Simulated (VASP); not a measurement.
# SnSe in VASP: further runs, part 2 of 2

VASP 6.6.1. The steps go on from the part before.

**3. Single point, PBEsol**

INCAR

```
  ALGO = Normal
  EDIFF = 1E-6
  ENCUT = 500
  GGA = PS
  GGA_COMPAT = F
  ISIF = 2
  ISMEAR = 0
  LASPH = T
  LCHARG = T
  LELF = T
  LREAL = F
  LVHAR = T
  LWAVE = F
  NBANDS = 28
  NELM = 120
  PREC = Accurate
  SIGMA = 0.01
```

KPOINTS

```
k-points
0
Gamma
  6 6 2
```

POSCAR

```
SnSe
1.0
    4.2853270000      0.0000000000      0.0000000000
    0.0000000000      4.2853270000      0.0000000000
    0.0000000000      0.0000000000     10.9906920000
Sn Se
2 2
Direct
    0.5000000000      0.0000000000      0.3722290000
    1.0000000000      0.5000000000      0.6277710000
    0.5000000000      0.0000000000      0.6160390000
    1.0000000000      0.5000000000      0.3839610000
```

Potentials or basis: VASP PAW PBE potentials, release 64 (Sn_d, Se).

Run with:

```sh
cat potpaw_PBE.64/Sn_d/POTCAR potpaw_PBE.64/Se/POTCAR > POTCAR
mpirun -np 1 vasp_std > vasp.out
```

Run time: 88 s. Hardware: 1 thread of AMD EPYC 7R13 (Zen 3), shared host; peak memory 0.28 GiB.

The run converged. Its results:

```yaml
Free_energy: -17.5709 eV
Largest_force: 0.093 eV/Å
Band_gap_on_the_k_mesh: 1.46 eV
```

Forces on the atoms (eV/Å):
```
Sn   0.000  0.000  0.093
Sn   0.000  0.000 -0.093
Se   0.000  0.000  0.092
Se   0.000  0.000 -0.092
```

Levels at points of the mesh, in eV from the valence-band top:
| k point | band 16 | band 17 | band 18 | band 19 | band 20 | band 21 | band 22 | band 23 | band 24 | band 25 |
| --- | --- | --- | --- | --- | --- | --- | --- | --- | --- | --- |
| (0.00, 0.00, 0.00) | -2.97 | -2.97 | -1.63 | -1.63 | -0.21 | 1.70 | 3.76 | 3.79 | 4.45 | 4.45 |
| (0.50, 0.00, 0.00) | -2.22 | -1.45 | -1.45 | -0.19 | -0.19 | 1.56 | 1.56 | 2.12 | 2.12 | 3.21 |
| (0.50, 0.50, 0.00) | -4.73 | -3.15 | -3.15 | -1.62 | -1.62 | 3.74 | 3.74 | 4.73 | 4.73 | 5.01 |
| (0.00, 0.00, 0.50) | -2.97 | -2.97 | -1.63 | -1.63 | -0.21 | 1.55 | 3.76 | 4.45 | 4.45 | 4.77 |
| (0.50, 0.00, 0.50) | -2.21 | -1.45 | -1.45 | -0.20 | -0.20 | 1.56 | 1.56 | 2.12 | 2.12 | 3.13 |
| (0.50, 0.50, 0.50) | -4.73 | -3.15 | -3.15 | -1.61 | -1.61 | 3.71 | 3.71 | 4.79 | 4.79 | 4.98 |

Caveat: the PAW data sets were made with another functional, which shifts forces and pressure a little; spin-orbit coupling is left out, which moves the levels of the heavy elements.

**4. Single point, PBEsol**

INCAR

```
  PREC = Accurate
  ENCUT = 500
  EDIFF = 1E-6
  ISMEAR = 0
  SIGMA = 0.01
  LREAL = F
  LASPH = T
  NELM = 120
  ALGO = Normal
  ISIF = 2
  LWAVE = F
  LCHARG = F
  GGA = PS
  NBANDS = 28
  GGA_COMPAT = F
```

KPOINTS

```
Automatic mesh
0
Gamma
  8 8 4
```

POSCAR is that of step 3.

Potentials or basis: VASP PAW PBE potentials, release 64 (Sn_d, Se).

Run with:

```sh
cat potpaw_PBE.64/Sn_d/POTCAR potpaw_PBE.64/Se/POTCAR > POTCAR
mpirun -np 1 vasp_std > vasp.out
```

OUTCAR:

```text
PREC = Accurate
   ENCUT = 500
   EDIFF = 1E-6
   ISMEAR = 0
   LREAL = F
   LASPH = T
   NELM = 120
   ISIF = 2
   GGA = PS

 ion  position               nearest neighbor table
   1  0.500  0.000  0.372-   3 2.68   4 3.03   4 3.03   4 3.03   4 3.03
   2  0.000  0.500  0.628-   4 2.68   3 3.03   3 3.03   3 3.03   3 3.03
   3  0.500  0.000  0.616-   1 2.68   2 3.03   2 3.03   2 3.03   2 3.03
   4  0.000  0.500  0.384-   2 2.68   1 3.03   1 3.03   1 3.03   1 3.03

[... 947 lines left out ...]
  Direction    XX          YY          ZZ          XY          YZ          ZX
  --------------------------------------------------------------------------------------
  -------------------------------------------------------------------------------------
  Total       -1.1524709     -1.1524709     -0.0834960      0.0000000      0.0000000      0.0000000
  in kB       -9.1484510     -9.1484510     -0.6628010      0.0000000      0.0000000      0.0000000
  external PRESSURE =      -6.3199010 kB  Pullay stress =       0.0000000 kB

 VOLUME and BASIS-vectors are now :
 -----------------------------------------------------------------------------
  energy-cutoff  :      500.00
  volume of cell :      201.83
      direct lattice vectors                 reciprocal lattice vectors
     4.285327000  0.000000000  0.000000000     0.233354421  0.000000000  0.000000000
     0.000000000  4.285327000  0.000000000     0.000000000  0.233354421  0.000000000
     0.000000000  0.000000000 10.990692000     0.000000000  0.000000000  0.090986082

 POSITION                                       TOTAL-FORCE (eV/Angst)
 -----------------------------------------------------------------------------------
      2.14266      0.00000      4.09105        -0.000000      0.000000      0.090066
      0.00000      2.14266      6.89964         0.000000      0.000000     -0.090066
      2.14266      0.00000      6.77069         0.000000      0.000000      0.075948
      0.00000      2.14266      4.22000        -0.000000     -0.000000     -0.075948
 -----------------------------------------------------------------------------------
    total drift:                                0.000000      0.000000     -0.000000

  FREE ENERGIE OF THE ION-ELECTRON SYSTEM (eV)
  ---------------------------------------------------
  free  energy   TOTEN  =       -17.5612971721 eV

  energy  without entropy=      -17.5612971721  energy(sigma->0) =      -17.56129717
```

OSZICAR:

```text
N       E                     dE             d eps       ncg     rms          rms(c)
DAV:   1     0.337903606144E+03    0.33790E+03   -0.18438E+04  2636   0.143E+03
DAV:   2     0.269499116398E+02   -0.31095E+03   -0.30306E+03  2768   0.354E+02
DAV:   3    -0.160752883387E+02   -0.43025E+02   -0.42269E+02  3160   0.142E+02
DAV:   4    -0.180039123199E+02   -0.19286E+01   -0.19212E+01  2964   0.323E+01
DAV:   5    -0.180603617550E+02   -0.56449E-01   -0.56432E-01  3428   0.576E+00    0.445E+00
DAV:   6    -0.176027225102E+02    0.45764E+00   -0.99905E-01  3376   0.555E+00    0.272E+00
DAV:   7    -0.175734545023E+02    0.29268E-01   -0.28980E-01  3144   0.221E+00    0.112E+00
DAV:   8    -0.175618981123E+02    0.11556E-01   -0.32827E-02  3024   0.117E+00    0.240E-01
DAV:   9    -0.175583281808E+02    0.35699E-02   -0.63438E-03  2988   0.462E-01    0.124E-01
DAV:  10    -0.175578707683E+02    0.45741E-03   -0.37830E-03  2620   0.227E-01    0.530E-02
DAV:  11    -0.175591988176E+02   -0.13280E-02   -0.13450E-03  2944   0.130E-01    0.603E-02
DAV:  12    -0.175611856086E+02   -0.19868E-02   -0.65711E-04  2596   0.116E-01    0.208E-02
DAV:  13    -0.175612975199E+02   -0.11191E-03   -0.35131E-05  2760   0.312E-02    0.141E-02
DAV:  14    -0.175612972836E+02    0.23623E-06   -0.21888E-05  2368   0.189E-02    0.411E-03
DAV:  15    -0.175612971721E+02    0.11155E-06   -0.15178E-06  2480   0.732E-03
   1 F= -.17561297E+02 E0= -.17561297E+02  d E =-.844774E-23
```

Wall time 2.4 min (1 thread of AMD EPYC 7R13 (Zen 3), shared host); peak memory 0.35 GiB.

Results:

| Property | Result |
| --- | --- |
| Free energy | -17.5613 eV |
| Largest force | 0.090 eV/Å |
| Band gap on the k mesh | 0.97 eV |

Forces on the atoms (eV/Å):
```
Sn   0.000  0.000  0.090
Sn   0.000  0.000 -0.090
Se   0.000  0.000  0.076
Se   0.000  0.000 -0.076
```

Caveat: the PAW data sets were made with another functional, which shifts forces and pressure a little; spin-orbit coupling is left out, which moves the levels of the heavy elements.

**5. Overview**

```tsv
k mesh	gap on the mesh (eV)	largest force (eV/Å)
4 × 4 × 2	1.64	0.14
6 × 6 × 2	1.46	0.09
8 × 8 × 4	0.97	0.09
```

Alike in all rows: task single point; level PBEsol; potentials or basis VASP PAW PBE potentials, release 64 (Sn_d, Se); no spin polarisation; cell as given; cutoff (eV) 500; smearing gaussian 0.01 eV.

Caveats: the PAW data sets were made with another functional, which shifts forces and pressure a little; spin-orbit coupling is left out, which moves the levels of the heavy elements.

Absolute energies hang on the potentials; compare differences alone.
